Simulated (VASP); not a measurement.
# Rb (Im-3m) in VASP: notebook, part 2 of 2

VASP 6.6.1. Earlier steps stand in the parts before.

**3. Single point, PBE**

This run uses another cell than the first one, of 93.33 Å³/atom, 1.019 times its volume.

File INCAR:

```
PREC = Accurate
ENCUT = 520
EDIFF = 1E-6
ISMEAR = -1
SIGMA = 0.05
LREAL = F
LASPH = T
NELM = 60
ALGO = Normal
ISIF = 2
LWAVE = F
LCHARG = F
GGA = PE
NBANDS = 10
```

File KPOINTS:

```
regular mesh
0
Gamma
  7 7 7
```

File POSCAR:

```
Rb
1.0
   -2.8574649348      2.8574649348      2.8574649348
    2.8574649348     -2.8574649348      2.8574649348
    2.8574649348      2.8574649348     -2.8574649348
Rb
1
Direct
    0.0000000000      0.0000000000      0.0000000000
```

Potentials or basis: VASP PAW PBE potentials, release 64 (Rb_sv).

Launch:

```sh
cat potpaw_PBE.64/Rb_sv/POTCAR > POTCAR
mpirun -np 1 vasp_std > vasp.out
```

OUTCAR:

```text
PREC = Accurate
   ENCUT = 520
   EDIFF = 1E-6
   ISMEAR = -1
   LREAL = F
   LASPH = T
   NELM = 60
   ISIF = 2
   GGA = PE

 ion  position               nearest neighbor table
   1  0.000  0.000  0.000-

  LATTYP: Found a body centered cubic cell.
 ALAT       =     5.7149298696

  Lattice vectors:

 A1 = (  -2.8574649348,   2.8574649348,   2.8574649348)
 A2 = (   2.8574649348,  -2.8574649348,   2.8574649348)
 A3 = (   2.8574649348,   2.8574649348,  -2.8574649348)

Analysis of symmetry for initial positions (statically):
=====================================================================
 Subroutine PRICEL returns:
 Original cell was already a primitive cell.

 Routine SETGRP: Setting up the symmetry group for a
 body centered cubic supercell.

 Subroutine GETGRP returns: Found 48 space group operations
 (whereof 48 operations were pure point group operations)
 out of a pool of 48 trial point group operations.

The static configuration has the point symmetry O_h .

Analysis of symmetry for dynamics (positions and initial velocities):
=====================================================================
 Subroutine PRICEL returns:
 Original cell was already a primitive cell.

 Routine SETGRP: Setting up the symmetry group for a
 body centered cubic supercell.

 Subroutine GETGRP returns: Found 48 space group operations
 (whereof 48 operations were pure point group operations)
 out of a pool of 48 trial point group operations.

The dynamic configuration has the point symmetry O_h .

 Subroutine INISYM returns: Found 48 space group operations
 (whereof 48 operations are pure point group operations),
 and found     1 'primitive' translations

----------------------------------------------------------------------------------------

                                     Primitive cell

  volume of cell :      93.3260

  direct lattice vectors                    reciprocal lattice vectors
    -2.857464935  2.857464935  2.857464935     0.000000000  0.174980275  0.174980275
     2.857464935 -2.857464935  2.857464935     0.174980275  0.000000000  0.174980275
     2.857464935  2.857464935 -2.857464935     0.174980275  0.174980275  0.000000000

  length of vectors
     4.949274448  4.949274448  4.949274448     0.247459478  0.247459478  0.247459478

  position of ions in fractional coordinates (direct lattice)
     0.000000000  0.000000000  0.000000000

  ion indices of the primitive-cell ions
   primitive index   ion index
                 1           1

----------------------------------------------------------------------------------------

 KPOINTS: regular mesh

Automatic generation of k-mesh.
 Grid dimensions read from file:
 generate k-points for:    7    7    7

 Generating k-lattice:

  Cartesian coordinates                     Fractional coordinates (reciprocal lattice)
     0.000000000  0.024997182  0.024997182     0.142857143  0.000000000  0.000000000
     0.024997182  0.000000000  0.024997182     0.000000000  0.142857143  0.000000000
     0.024997182  0.024997182  0.000000000     0.000000000  0.000000000  0.142857143

  Length of vectors
     0.035351354  0.035351354  0.035351354

  Shift w.r.t. Gamma in fractional coordinates (k-lattice)
     0.000000000  0.000000000  0.000000000

 Subroutine IBZKPT returns following result:
 ===========================================

 Found     20 irreducible k-points:

 Following reciprocal coordinates:
            Coordinates               Weight
  0.000000  0.000000  0.000000      1.000000
  0.142857  0.000000  0.000000     12.000000
  0.285714  0.000000  0.000000     12.000000
  0.428571  0.000000  0.000000     12.000000
  0.142857  0.142857  0.000000     24.000000
  0.285714  0.142857 -0.000000     48.000000
[... 12 lines left out ...]
 -0.428571 -0.428571  0.285714      8.000000
 -0.428571  0.428571  0.428571      6.000000
   k-points           NKPTS =     20   k-points in BZ     NKDIM =     20   number of bands    NBANDS=     10
   number of dos      NEDOS =    301   number of ions     NIONS =      1
   total plane-waves  NPLWV =  64000
   dimension x,y,z NGX =    40 NGY =   40 NGZ =   40
   dimension x,y,z NGXF=    80 NGYF=   80 NGZF=   80
   ions per type =               1
   NGX,Y,Z   is equivalent  to a cutoff of  13.44, 13.44, 13.44 a.u.
   NGXF,Y,Z  is equivalent  to a cutoff of  26.87, 26.87, 26.87 a.u.
 SYSTEM =  unknown system
   PREC   = accura    normal or accurate (medium, high low for compatibility)
   ISTART =      0    job   : 0-new  1-cont  2-samecut
   ICHARG =      2    charge: 1-file 2-atom 10-const
   ISPIN  =      1    spin polarized calculation?
   LNONCOLLINEAR =      F non collinear calculations
   LSORBIT =      F    spin-orbit coupling
   LASPH  =      T    aspherical Exc in radial PAW
   ENCUT  =  520.0 eV  38.22 Ry    6.18 a.u.   9.20  9.20  9.20*2*pi/ulx,y,z
   NELM   =     60;   NELMIN=  2; NELMDL= -5     # of ELM steps
   EDIFF  = 0.1E-05   stopping-criterion for ELM
   LREAL  =      F    real-space projection
   EDIFFG = 0.1E-04   stopping-criterion for IOM
   NSW    =      0    number of steps for IOM
   IBRION =     -1    ionic relax: 0-MD 1-quasi-New 2-CG
   NFREE  =      0    steps in history (QN), initial steepest desc. (CG)
   ISIF   =      2    stress and relaxation
   ISYM   =      2    0-nonsym 1-usesym 2-fastsym
   POTIM  = 0.5000    time-step for ionic-motion
   TEBEG  =    0.0;   TEEND  =   0.0 temperature during run
   PSTRESS=    0.0 pullay stress
   NELECT =       9.0000    total number of electrons
   NUPDOWN=      -1.0000    fix difference up-down
   EMIN   =  10.00;   EMAX   =-10.00  energy-range for DOS
   EFERMI =   0.00;   METHOD = LEGACY
   ISMEAR =    -1;   SIGMA  =   0.05  broadening in eV -4-tet -1-fermi 0-gaus
   EFERMI_NEDOS =   21; number of points for ismear=-14 and -15
   IALGO  =     38    algorithm
   IMIX   =      4    mixing-type and parameters
     AMIX     =   0.40;   BMIX     =  1.00
     AMIX_MAG =   1.60;   BMIX_MAG =  1.00
  volume/ion in A,a.u.               =      93.33       629.80
  Fermi-wavevector in a.u.,A,eV,Ry     =   0.750737  1.418688  7.668335  0.563607
  Thomas-Fermi vector in A             =   1.847557
   LORBIT       =      0    0 simple, 1 ext, 2 COOP (PROOUT), +10 PAW based schemes
   GGA     = PE    functional components
   LHFCALC =     F    Hartree Fock is set to
   AEXX    =    0.0000 exact exchange contribution
   IVDW    =     0    specifies the selected vdW correction
   LEPSILON=     F    determine dielectric tensor
   LRPA    =     F    only Hartree local field effects (RPA)
 non-spin polarized calculation
  energy-cutoff  :      520.00
  volume of cell :       93.33
 maximum number of plane-waves:      2526
 NGX is ok and might be reduce to    40
   NGX = 19   NGY = 19   NGZ = 19

 number of electron       9.0000000 magnetization

 Free energy of the ion-electron system (eV)
  ---------------------------------------------------
  ext. energy  EPLUGINS =         0.00000000
  ---------------------------------------------------
  free energy    TOTEN  =        -0.94150703 eV

  energy without entropy =       -0.93348234  energy(sigma->0) =       -0.93749469

 E-fermi :  -0.0511     XC(G=0):  -5.4061

 val. band max:       -0.1003720755   @ k =  -0.2857   0.4286   0.1429
 cond. band min:       0.0554726720   @ k =  -0.4286   0.4286   0.1429
 fundamental gap:      0.1558447476
 Fermi energy:        -0.0510696677

 k-point     1 :       0.0000    0.0000    0.0000
  band No.  band energies     occupation
      1     -28.9606      2.00000
      2     -13.0051      2.00000
      3     -13.0051      2.00000
      4     -13.0051      2.00000
      5      -1.9824      2.00000
      6       3.6116      0.00000
      7       3.6116      0.00000
      8       3.6116      0.00000
      9       4.5267      0.00000
     10       4.5267      0.00000

 k-point     2 :       0.1429    0.0000    0.0000
  band No.  band energies     occupation
      1     -28.9599      2.00000
      2     -13.0219      2.00000
      3     -13.0107      2.00000
      4     -13.0051      2.00000
      5      -1.7488      2.00000
      6       3.1866      0.00000
      7       3.3181      0.00000
      8       3.8254      0.00000
      9       4.2674      0.00000
     10       4.4549      0.00000
[... 222 lines left out ...]
 k-point    20 :      -0.4286    0.4286    0.4286
  band No.  band energies     occupation
      1     -28.9543      2.00000
      2     -13.0675      2.00000
      3     -13.0648      2.00000
      4     -13.0648      2.00000
      5       1.0518      0.00000
      6       1.3175      0.00000
      7       2.9656      0.00000
      8       3.0883      0.00000
      9       3.0883      0.00000
     10       5.1717      0.00000

------------------------ aborting loop because EDIFF is reached ----------------------------------------

  FORCE on cell =-STRESS in cart. coord.  units (eV):
  Direction    XX          YY          ZZ          XY          YZ          ZX
  --------------------------------------------------------------------------------------
  -------------------------------------------------------------------------------------
  Total       -0.0401984     -0.0401984     -0.0401984      0.0000000     -0.0000000      0.0000000
  in kB       -0.6901079     -0.6901079     -0.6901079      0.0000000     -0.0000000      0.0000000
  external PRESSURE =      -0.6901079 kB  Pullay stress =       0.0000000 kB

 VOLUME and BASIS-vectors are now :
 -----------------------------------------------------------------------------
  energy-cutoff  :      520.00
  volume of cell :       93.33
      direct lattice vectors                 reciprocal lattice vectors
    -2.857464935  2.857464935  2.857464935     0.000000000  0.174980275  0.174980275
     2.857464935 -2.857464935  2.857464935     0.174980275  0.000000000  0.174980275
     2.857464935  2.857464935 -2.857464935     0.174980275  0.174980275  0.000000000

 POSITION                                       TOTAL-FORCE (eV/Angst)
 -----------------------------------------------------------------------------------
      0.00000      0.00000      0.00000         0.000000      0.000000      0.000000
 -----------------------------------------------------------------------------------
    total drift:                                0.000000      0.000000     -0.000000

  FREE ENERGIE OF THE ION-ELECTRON SYSTEM (eV)
  ---------------------------------------------------
  free  energy   TOTEN  =        -0.9415070283 eV

  energy  without entropy=       -0.9334823450  energy(sigma->0) =       -0.93749469
```

OSZICAR:

```text
N       E                     dE             d eps       ncg     rms          rms(c)
DAV:   1     0.441221188885E+02    0.44122E+02   -0.31747E+03   400   0.638E+02
DAV:   2     0.203421544293E+01   -0.42088E+02   -0.41478E+02   436   0.124E+02
DAV:   3    -0.813604398328E+00   -0.28478E+01   -0.28397E+01   488   0.328E+01
DAV:   4    -0.937891172360E+00   -0.12429E+00   -0.12418E+00   602   0.644E+00
DAV:   5    -0.939742925984E+00   -0.18518E-02   -0.18515E-02   534   0.752E-01    0.117E+00
DAV:   6    -0.940398568347E+00   -0.65564E-03   -0.18181E-03   558   0.247E-01    0.706E-01
DAV:   7    -0.941376785320E+00   -0.97822E-03   -0.31132E-03   464   0.320E-01    0.448E-02
DAV:   8    -0.941497626362E+00   -0.12084E-03   -0.13168E-04   474   0.934E-02    0.175E-02
DAV:   9    -0.941507263310E+00   -0.96369E-05   -0.86898E-06   548   0.223E-02    0.482E-03
DAV:  10    -0.941507028254E+00    0.23506E-06   -0.29962E-06   502   0.927E-03
   1 F= -.94150703E+00 E0= -.93749469E+00  d E =-.802468E-02
```

It took 15 s on 1 thread of Intel Xeon Platinum 8375C at 2.90GHz (Ice Lake), shared host; peak memory 0.23 GiB.

What came out:

```yaml
Free_energy: -0.9415 eV
Pressure: -0.1 GPa
```

**4. Single point, r2SCAN**

This run uses another cell than the first one, of 82.76 Å³/atom, 0.904 times its volume.

File POSCAR:

```
Rb
1.0
   -2.7452900697      2.7452900697      2.7452900697
    2.7452900697     -2.7452900697      2.7452900697
    2.7452900697      2.7452900697     -2.7452900697
Rb
1
Direct
    0.0000000000      0.0000000000      0.0000000000
```

File INCAR.step1:

```
SYSTEM = Rb
ALGO = Normal
EDIFF = 1E-4
ENCUT = 520
GGA = PE
ISMEAR = -1
LASPH = .True.
LCHARG = .False.
LREAL = .False.
LWAVE = .True.
NBANDS = 10
NELM = 80
PREC = Accurate
SIGMA = 0.05
```

File INCAR.step2:

```
SYSTEM = Rb
ALGO = Normal
EDIFF = 1E-6
ENCUT = 520
ISIF = 2
ISMEAR = -1
ISTART = 1
LASPH = .True.
LCHARG = .False.
LMIXTAU = .True.
LREAL = .False.
LWAVE = .False.
METAGGA = R2SCAN
NBANDS = 10
NELM = 80
PREC = Accurate
SIGMA = 0.05
```

File KPOINTS:

```
k-points
0
Gamma
  7 7 7
  0 0 0
```

Launch:

```sh
cat potpaw_PBE.64/Rb_sv/POTCAR > POTCAR
cp INCAR.step1 INCAR
mpirun -np 1 vasp_std > vasp.out
cp INCAR.step2 INCAR
mpirun -np 1 vasp_std > vasp.out
```

Run time: 48 s. Hardware: 1 thread of Intel Xeon Platinum 8375C at 2.90GHz (Ice Lake), shared host; peak memory 0.21 GiB.

The run converged. Its results:

| Quantity | Value |
| --- | --- |
| Free energy | -13.9092 eV |
| Pressure | 0.5 GPa |

Levels at points of the mesh, in eV from the Fermi level:
| k point | band 3 | band 4 | band 5 | band 6 | band 7 | band 8 |
| --- | --- | --- | --- | --- | --- | --- |
| (0.00, 0.00, 0.00) | -13.51 | -13.51 | -2.21 | 4.20 | 4.20 | 4.20 |

Caveat: the PAW data sets were made with another functional, which shifts forces and pressure a little.

**5. Overview**

| level | cell | gap on the mesh (eV) | pressure (GPa) |
| --- | --- | --- | --- |
| PBE | a = 4.918 Å, angles 109.5°, 1 atom | none | 0.0 |
| PBE | a = 4.949 Å, angles 109.5°, 1 atom | none | -0.1 |
| r2SCAN | a = 4.755 Å, angles 109.5°, 1 atom | none | 0.5 |

Alike in all rows: task single point; potentials or basis VASP PAW PBE potentials, release 64 (Rb_sv); no spin polarisation; k mesh 7 × 7 × 7; cutoff (eV) 520; smearing fermi-dirac 0.05 eV.

Caveats: the PAW data sets were made with another functional, which shifts forces and pressure a little (some runs).

Absolute energies hang on the potentials; compare differences alone.
